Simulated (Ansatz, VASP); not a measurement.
# KTaO3 in VASP and in Ansatz

```
CELL_PARAMETERS angstrom
3.96153 0.00000 0.00000
0.00000 3.96153 0.00000
0.00000 0.00000 3.96153
ATOMIC_POSITIONS crystal
K 0.50000 0.50000 0.50000
Ta 0.00000 0.00000 0.00000
O 0.50000 0.00000 0.00000
O 0.00000 0.50000 0.00000
O 0.00000 0.00000 0.50000
```

Change from the starting cell: volume scaled by 0.98.

Alike in both runs: task single point; functional LDA; k mesh 5 × 5 × 5; occupations fermi-dirac, width 0.01 eV; no spin polarisation.

|  | VASP | Ansatz |
| --- | --- | --- |
| version | VASP 6.6.1 | Ansatz 0.2.0 |
| potentials or method | VASP PAW LDA potentials, release 64 (K_sv, Ta_pv, O), cutoff 600 eV | all-electron LAPW, scalar-relativistic |

```tsv
	VASP	Ansatz	Ansatz less VASP
gap on the k mesh at the Fermi level (eV)	2.18	2.23	+0.056
pressure (GPa)	-0.4	-1.5	-1.06
```

LDA's correlation is that of Perdew and Zunger in VASP and of Perdew and Wang (1992) in Ansatz. Ansatz ran all-electron here, and VASP with PAW potentials.

Spin-orbit coupling is off throughout.
